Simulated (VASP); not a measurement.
Crystal: Hf.

```
CELL_PARAMETERS angstrom
0.00000 2.22000 2.22000
2.22000 0.00000 2.22000
2.22000 2.22000 0.00000
ATOMIC_POSITIONS crystal
Hf 0.00000 0.00000 0.00000
```

This isn't the form of Hf at room conditions, which is hcp.

- Program: VASP 6.6.1
- Task: relaxation of cell and atoms
- Functional: PBE-based screened hybrid with 25 % exact exchange
- Potentials or basis: VASP PAW PBE potentials, release 64 (Hf_pv)
- Cutoff: 600 eV
- k mesh: 5 × 5 × 5
- Occupations: fermi-dirac, width 0.05 eV
- Spin: no spin polarisation

At the start: pressure 2.3 GPa; volume 21.88 Å³/atom.

**Question.** Where does the relaxation end?

**Answer.** Over 3 steps the energy falls by 3.0 meV/atom and the volume is 22.32 Å³/atom (+2.0 %); space group Fm-3m (No. 225, to 0.1 Å) before and after.

The path:
```
step  energy change (eV)  largest force (eV/Å)  pressure (GPa)  volume (Å³)
   1              0.0000                0.0000            2.25        21.88
   2              0.0014                0.0000           -2.52        22.87
   3             -0.0030                0.0000           -0.04        22.32
```

Final structure:
```
Hf
1.0
     0.00000    2.23480    2.23480
     2.23480    0.00000    2.23480
     2.23480    2.23480    0.00000
Hf
1
Direct
  0.00000 0.00000 0.00000
```

Caveat: the k points lie up to 0.49 Å⁻¹ apart in the final cell, too coarse for converged energies and pressures of a metal; the PAW data sets were made with another functional, which shifts forces and pressure a little.
